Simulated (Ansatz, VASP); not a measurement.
**AlRu in VASP and in Ansatz**

```
Al Ru
1.0
     3.00344    0.00000    0.00000
     0.00000    3.00344    0.00000
     0.00000    0.00000    3.00344
Al Ru
1 1
Cartesian
  0.0000 0.0000 0.0000
  1.5017 1.5017 1.5017
```

Alike in both runs: task single point; functional PBE; k mesh 18 × 18 × 18; occupations gaussian, width 0.1 eV; no spin polarisation.

|  | VASP | Ansatz |
| --- | --- | --- |
| version | VASP 6.6.1 | Ansatz 0.2.0 |
| potentials or method | VASP PAW PBE potentials, release 64 (Al, Ru_pv), cutoff 520 eV | scalar-relativistic, plane waves, PAW |
| valence electrons in the cell | 17 | 19 |

|  | VASP | Ansatz | Ansatz less VASP |
| --- | --- | --- | --- |
| gap on the k mesh at the Fermi level (eV) | none | none | - |
| pressure (GPa) | 0.0 | 0.0 | +0.10 |

A gap of «none» marks a metal or a gap that the smearing closes. VASP's potentials hold 17 valence electrons a cell and Ansatz's 19, so a difference there can come from the potentials and not from the codes.
